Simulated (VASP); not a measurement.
# Pd (P6_3/mmc) in VASP: further runs

Runs on Pd. Level: BLYP. Tasks: single point.

All numbers are computed with VASP 6.6.1; they aren't measurements. Logs are shortened: lines on timing, memory, paths and dates and some standing lists are left out, and cuts for length are marked.

## 1. The cell of the first run

It takes space group P6_3/mmc (No. 194, hexagonal). Conventional cell: a = 2.723 Å, b = 2.723 Å, c = 8.995 Å, α = 90.00°, β = 90.00°, γ = 120.00°. Pd (site symmetry -3m) has 12 Pd at 2.72 to 2.74 Å within 3.6 Å. Within 3.6 Å of Pd (site symmetry -6m2) lie 12 Pd at 2.72 to 2.74 Å.

This isn't the form of Pd at room conditions, which is fcc.

## 2. Single point, BLYP (14.44 Å³/atom)

File INCAR:

```
SYSTEM = Pd
PREC     = Accurate       ! precision mode
ENCUT    = 520            ! plane-wave cutoff, eV
EDIFF    = 1E-7           ! SCF threshold, eV
ISMEAR   = -1             ! smearing method
SIGMA    = 0.1            ! smearing width, eV
LREAL    = .False.        ! projectors in reciprocal space
LASPH    = .True.         ! aspherical terms in the spheres
NELM     = 80             ! most SCF steps
ALGO     = Normal         ! electronic algorithm
ISIF     = 2              ! what is computed and relaxed
LWAVE    = .False.        ! write WAVECAR
LCHARG   = .False.        ! write CHGCAR
GGA      = B5             ! functional
ALDAX    = 1.0          
AGGAX    = 1.0          
AGGAC    = 1.0          
ALDAC    = 0.0          
NBANDS   = 28             ! bands
```

File KPOINTS:

```
Automatic mesh
0
Gamma
  14 14 4
  0 0 0
```

File POSCAR:

```
Pd
1.0
    2.7228055711      0.0000000000      0.0000000000
   -1.3614027856      2.3580187941      0.0000000000
    0.0000000000      0.0000000000      8.9951625244
Pd
4
Direct
    0.0000000000      0.0000000000      0.0000000000
    1.0000000000      0.0000000000      0.5000000000
    0.3333333333      0.6666666667      0.2500000000
    0.6666666667      0.3333333333      0.7500000000
```

Potentials or basis: VASP PAW PBE potentials, release 64 (Pd).

The run is started by

```
> cat potpaw_PBE.64/Pd/POTCAR > POTCAR
> mpirun -np 1 vasp_std > vasp.out
```

OUTCAR:

```text
SYSTEM = Pd
   PREC = Accurate
   ENCUT = 520
   EDIFF = 1E-7
   ISMEAR = -1
   LREAL = .False.
   LASPH = .True.
   NELM = 80
   ISIF = 2
   GGA = B5

 ion  position               nearest neighbor table
   1  0.000  0.000  0.000-   3 2.74   4 2.74   3 2.74   4 2.74   4 2.74   3 2.74
   2  0.000  0.000  0.500-   3 2.74   4 2.74   3 2.74   4 2.74   4 2.74   3 2.74
   3  0.333  0.667  0.250-   1 2.74   2 2.74   1 2.74   2 2.74   1 2.74   2 2.74
   4  0.667  0.333  0.750-   1 2.74   2 2.74   1 2.74   2 2.74   1 2.74   2 2.74

  LATTYP: Found a hexagonal cell.
 ALAT       =     2.7228055711
 C/A-ratio  =     3.3036374759

  Lattice vectors:

 A1 = (   2.7228055711,   0.0000000000,   0.0000000000)
 A2 = (  -1.3614027856,   2.3580187941,   0.0000000000)
 A3 = (   0.0000000000,   0.0000000000,   8.9951625244)

Analysis of symmetry for initial positions (statically):
=====================================================================
 Subroutine PRICEL returns:
 Original cell was already a primitive cell.

 Routine SETGRP: Setting up the symmetry group for a
 hexagonal supercell.

 Subroutine GETGRP returns: Found 24 space group operations
 (whereof 12 operations were pure point group operations)
 out of a pool of 24 trial point group operations.

The static configuration has the point symmetry D_3d.
 The point group associated with its full space group is D_6h.

Analysis of symmetry for dynamics (positions and initial velocities):
=====================================================================
 Subroutine PRICEL returns:
 Original cell was already a primitive cell.

 Routine SETGRP: Setting up the symmetry group for a
 hexagonal supercell.

 Subroutine GETGRP returns: Found 24 space group operations
 (whereof 12 operations were pure point group operations)
 out of a pool of 24 trial point group operations.

The dynamic configuration has the point symmetry D_3d.
 The point group associated with its full space group is D_6h.

 Subroutine INISYM returns: Found 24 space group operations
 (whereof 12 operations are pure point group operations),
 and found     1 'primitive' translations

----------------------------------------------------------------------------------------

                                     Primitive cell

  volume of cell :      57.7528

  direct lattice vectors                    reciprocal lattice vectors
     2.722805571  0.000000000  0.000000000     0.367268236  0.212042415  0.000000000
    -1.361402786  2.358018794  0.000000000     0.000000000  0.424084830  0.000000000
     0.000000000  0.000000000  8.995162524     0.000000000  0.000000000  0.111170865

  length of vectors
     2.722805571  2.722805571  8.995162524     0.424084830  0.424084830  0.111170865

  position of ions in fractional coordinates (direct lattice)
     0.000000000  0.000000000  0.000000000
     0.000000000  0.000000000  0.500000000
     0.333333333  0.666666667  0.250000000
     0.666666667  0.333333333  0.750000000

  ion indices of the primitive-cell ions
   primitive index   ion index
                 1           1
                 2           2
                 3           3
                 4           4

----------------------------------------------------------------------------------------

 KPOINTS: Automatic mesh

Automatic generation of k-mesh.
 Grid dimensions read from file:
 generate k-points for:   14   14    4

 Generating k-lattice:

  Cartesian coordinates                     Fractional coordinates (reciprocal lattice)
     0.026233445  0.015145887  0.000000000     0.071428571  0.000000000  0.000000000
     0.000000000  0.030291774  0.000000000     0.000000000  0.071428571  0.000000000
     0.000000000  0.000000000  0.027792716     0.000000000  0.000000000  0.250000000

  Length of vectors
     0.030291774  0.030291774  0.027792716

  Shift w.r.t. Gamma in fractional coordinates (k-lattice)
     0.000000000  0.000000000  0.000000000

 Subroutine IBZKPT returns following result:
 ===========================================

 Found     72 irreducible k-points:

 Following reciprocal coordinates:
            Coordinates               Weight
  0.000000  0.000000  0.000000      1.000000
  0.071429  0.000000  0.000000      6.000000
  0.142857  0.000000  0.000000      6.000000
  0.214286 -0.000000  0.000000      6.000000
  0.285714  0.000000  0.000000      6.000000
  0.357143  0.000000  0.000000      6.000000
[... 16 lines left out ...]
  0.285714  0.285714  0.000000      6.000000
  0.357143  0.285714  0.000000      6.000000
 [... further k-points ...]
   k-points           NKPTS =     72   k-points in BZ     NKDIM =     72   number of bands    NBANDS=     28
   number of dos      NEDOS =    301   number of ions     NIONS =      4
   total plane-waves  NPLWV =  28000
   dimension x,y,z NGX =    20 NGY =   20 NGZ =   70
   dimension x,y,z NGXF=    40 NGYF=   40 NGZF=  140
   ions per type =               4
   NGX,Y,Z   is equivalent  to a cutoff of  12.21, 12.21, 12.94 a.u.
   NGXF,Y,Z  is equivalent  to a cutoff of  24.42, 24.42, 25.87 a.u.
 SYSTEM =  Pd
   PREC   = accura    normal or accurate (medium, high low for compatibility)
   ISTART =      0    job   : 0-new  1-cont  2-samecut
   ICHARG =      2    charge: 1-file 2-atom 10-const
   ISPIN  =      1    spin polarized calculation?
   LNONCOLLINEAR =      F non collinear calculations
   LSORBIT =      F    spin-orbit coupling
   LASPH  =      T    aspherical Exc in radial PAW
   ENCUT  =  520.0 eV  38.22 Ry    6.18 a.u.   5.06  5.06 16.73*2*pi/ulx,y,z
   NELM   =     80;   NELMIN=  2; NELMDL= -5     # of ELM steps
   EDIFF  = 0.1E-06   stopping-criterion for ELM
   LREAL  =      F    real-space projection
   EDIFFG = 0.1E-05   stopping-criterion for IOM
   NSW    =      0    number of steps for IOM
   IBRION =     -1    ionic relax: 0-MD 1-quasi-New 2-CG
   NFREE  =      0    steps in history (QN), initial steepest desc. (CG)
   ISIF   =      2    stress and relaxation
   ISYM   =      2    0-nonsym 1-usesym 2-fastsym
   POTIM  = 0.5000    time-step for ionic-motion
   TEBEG  =    0.0;   TEEND  =   0.0 temperature during run
   PSTRESS=    0.0 pullay stress
   NELECT =      40.0000    total number of electrons
   NUPDOWN=      -1.0000    fix difference up-down
   EMIN   =  10.00;   EMAX   =-10.00  energy-range for DOS
   EFERMI =   0.00;   METHOD = LEGACY
   ISMEAR =    -1;   SIGMA  =   0.10  broadening in eV -4-tet -1-fermi 0-gaus
   EFERMI_NEDOS =   21; number of points for ismear=-14 and -15
   IALGO  =     38    algorithm
   IMIX   =      4    mixing-type and parameters
     AMIX     =   0.40;   BMIX     =  1.00
     AMIX_MAG =   1.60;   BMIX_MAG =  1.00
  volume/ion in A,a.u.               =      14.44        97.43
  Fermi-wavevector in a.u.,A,eV,Ry     =   1.448451  2.737176 28.545170  2.098011
  Thomas-Fermi vector in A             =   2.566291
   LORBIT       =      0    0 simple, 1 ext, 2 COOP (PROOUT), +10 PAW based schemes
   GGA     = B5    functional components
   LHFCALC =     F    Hartree Fock is set to
   AEXX    =    0.0000 exact exchange contribution
   IVDW    =     0    specifies the selected vdW correction
   LEPSILON=     F    determine dielectric tensor
   LRPA    =     F    only Hartree local field effects (RPA)
 non-spin polarized calculation
  energy-cutoff  :      520.00
  volume of cell :       57.75
 maximum number of plane-waves:      1584
   NGX = 11   NGY = 11   NGZ = 33

 number of electron      40.0000002 magnetization

 Free energy of the ion-electron system (eV)
  ---------------------------------------------------
  ext. energy  EPLUGINS =         0.00000000
  ---------------------------------------------------
  free energy    TOTEN  =       -17.08229173 eV

  energy without entropy =      -16.82132496  energy(sigma->0) =      -16.95180834

 E-fermi :  10.7033     XC(G=0): -12.6742

 val. band max:       10.7002282044   @ k =   0.2857   0.1429   0.0000
 cond. band min:      10.7036307647   @ k =   0.2143   0.1429   0.5000
 fundamental gap:      0.0034025604
 Fermi energy:        10.7032855334

 k-point     1 :       0.0000    0.0000    0.0000
  band No.  band energies     occupation
      1       3.5298      2.00000
      2       5.1589      2.00000
      3       5.1685      2.00000
      4       5.2454      2.00000
      5       7.6521      2.00000
      6       7.6929      2.00000
[... 20 lines left out ...]
     27      25.4153      0.00000
     28      27.9897      0.00000

 k-point     2 :       0.0714    0.0000    0.0000
  band No.  band energies     occupation
      1       3.6997      2.00000
      2       5.3143      2.00000
      3       5.3258      2.00000
      4       5.3707      2.00000
      5       7.4424      2.00000
      6       7.6106      2.00000
[... 20 lines left out ...]
     27      25.5140      0.00000
     28      28.1472      0.00000

 k-point     3 :       0.1429    0.0000    0.0000
  band No.  band energies     occupation
      1       4.1811      2.00000
      2       5.6591      2.00000
      3       5.7308      2.00000
      4       5.7496      2.00000
      5       7.0333      2.00000
      6       7.2613      2.00000
[... 20 lines left out ...]
     27      25.7886      0.00000
     28      27.6323      0.00000

 k-point     4 :       0.2143   -0.0000    0.0000
  band No.  band energies     occupation
      1       4.8616      2.00000
      2       5.8704      2.00000
      3       6.0363      2.00000
      4       6.1855      2.00000
      5       6.7348      2.00000
      6       6.9190      2.00000
[... 578 lines left out ...]
     27      20.1628      0.00000
     28      22.1297      0.00000

 k-point    23 :       0.2857    0.2857    0.0000
  band No.  band energies     occupation
      1       6.1132      2.00000
      2       6.1667      2.00000
      3       6.1859      2.00000
      4       6.5937      2.00000
      5       6.7544      2.00000
      6       6.8893      2.00000
[... 20 lines left out ...]
     27      20.9203      0.00000
     28      21.0397      0.00000

 k-point    24 :       0.3571    0.2857    0.0000
  band No.  band energies     occupation
      1       6.0919      2.00000
      2       6.2939      2.00000
      3       6.4057      2.00000
      4       6.5660      2.00000
      5       6.6347      2.00000
      6       6.7796      2.00000
[... 20 lines left out ...]
     27      19.6826      0.00000
     28      20.8450      0.00000

 [... further k-points ...]

------------------------ aborting loop because EDIFF is reached ----------------------------------------

  FORCE on cell =-STRESS in cart. coord.  units (eV):
  Direction    XX          YY          ZZ          XY          YZ          ZX
  --------------------------------------------------------------------------------------
  -------------------------------------------------------------------------------------
  Total        9.0246727      9.0246727      8.6048154     -0.0000000      0.0000000      0.0000000
  in kB      250.3624155    250.3624154    238.7147389     -0.0000000      0.0000000      0.0000000
  external PRESSURE =     246.4798566 kB  Pullay stress =       0.0000000 kB

 VOLUME and BASIS-vectors are now :
 -----------------------------------------------------------------------------
  energy-cutoff  :      520.00
  volume of cell :       57.75
      direct lattice vectors                 reciprocal lattice vectors
     2.722805571  0.000000000  0.000000000     0.367268236  0.212042415  0.000000000
    -1.361402786  2.358018794  0.000000000     0.000000000  0.424084830  0.000000000
     0.000000000  0.000000000  8.995162524     0.000000000  0.000000000  0.111170865

 POSITION                                       TOTAL-FORCE (eV/Angst)
 -----------------------------------------------------------------------------------
      0.00000      0.00000      0.00000        -0.000000      0.000000      0.000000
      0.00000      0.00000      4.49758        -0.000000      0.000000      0.000000
     -0.00000      1.57201      2.24879        -0.000000      0.000000     -0.000000
      1.36140      0.78601      6.74637         0.000000     -0.000000      0.000000
 -----------------------------------------------------------------------------------
    total drift:                                0.000000     -0.000000      0.000000

  FREE ENERGIE OF THE ION-ELECTRON SYSTEM (eV)
  ---------------------------------------------------
  free  energy   TOTEN  =       -17.0822917281 eV

  energy  without entropy=      -16.8213249565  energy(sigma->0) =      -16.95180834
```

It took 3.4 min on 1 thread of Intel Xeon 8259CL, shared host; peak memory 0.23 GiB.

What came out:

```yaml
Free_energy: -17.0823 eV
Pressure: 24.6 GPa
Band_gap_on_the_k_mesh: zero (bands 20 and 21 overlap by 0.97 eV)
```

Levels at points of the mesh, in eV from the Fermi level:
| k point | band 18 | band 19 | band 20 | band 21 | band 22 | band 23 |
| --- | --- | --- | --- | --- | --- | --- |
| (0.00, 0.00, 0.00) | -1.13 | -1.13 | -0.77 | -0.77 | -0.16 | -0.16 |
| (0.50, 0.00, 0.00) | 0.17 | 0.19 | 0.20 | 1.64 | 2.60 | 3.92 |
| (0.00, 0.00, 0.50) | -1.38 | -0.85 | -0.85 | -0.42 | -0.42 | -0.42 |
| (0.50, 0.00, 0.50) | 0.01 | 0.17 | 0.17 | 2.65 | 2.65 | 4.05 |

Caveat: the cell stands under pressure; the PAW data sets were made with another functional, which shifts forces and pressure a little.

## 3. Single point, BLYP (15.09 Å³/atom)

This run uses another cell than the first one, of 15.09 Å³/atom.

File INCAR:

```
SYSTEM = Pd
  PREC = Accurate
  ENCUT = 520
  EDIFF = 1E-6
  ISMEAR = -1
  SIGMA = 0.1
  LREAL = .False.
  LASPH = .True.
  NELM = 80
  ALGO = Normal
  ISIF = 2
  LWAVE = .False.
  LCHARG = .False.
  GGA = B5
  ALDAX = 1.0
  AGGAX = 1.0
  AGGAC = 1.0
  ALDAC = 0.0
  NBANDS = 28
```

KPOINTS is that of step 2.

File POSCAR:

```
Pd
1.0
    2.7634504525      0.0000000000      0.0000000000
   -1.3817252263      2.3932182940      0.0000000000
    0.0000000000      0.0000000000      9.1294384778
Pd
4
Direct
    0.0000000000      0.0000000000      0.0000000000
    1.0000000000      0.0000000000      0.5000000000
    0.3333333333      0.6666666667      0.2500000000
    0.6666666667      0.3333333333      0.7500000000
```

Potentials or basis: VASP PAW PBE potentials, release 64 (Pd).

The run is started by

```
> cat potpaw_PBE.64/Pd/POTCAR > POTCAR
> mpirun -np 1 vasp_std > vasp.out
```

It took 3.6 min on 1 thread of Intel Xeon 8259CL, shared host; peak memory 0.24 GiB.

It converged, with:

| Property | Result |
| --- | --- |
| Free energy | -17.3994 eV |
| Pressure | 14.3 GPa |
| Band gap on the k mesh | zero (bands 20 and 21 overlap by 0.90 eV) |

Stress tensor (GPa, compression positive):
```
14.65  0.00  0.00
 0.00 14.65  0.00
 0.00  0.00 13.73
```

Levels at points of the mesh, in eV from the Fermi level:
```tsv
k point	band 18	band 19	band 20	band 21	band 22	band 23
(0.00, 0.00, 0.00)	-1.05	-1.05	-0.72	-0.72	-0.16	-0.16
(0.50, 0.00, 0.00)	0.15	0.16	0.18	1.70	2.62	3.79
(0.00, 0.00, 0.50)	-1.29	-0.73	-0.73	-0.40	-0.40	-0.40
(0.50, 0.00, 0.50)	0.00	0.15	0.15	2.61	2.61	3.95
```

Caveat: the cell stands under pressure; the PAW data sets were made with another functional, which shifts forces and pressure a little.
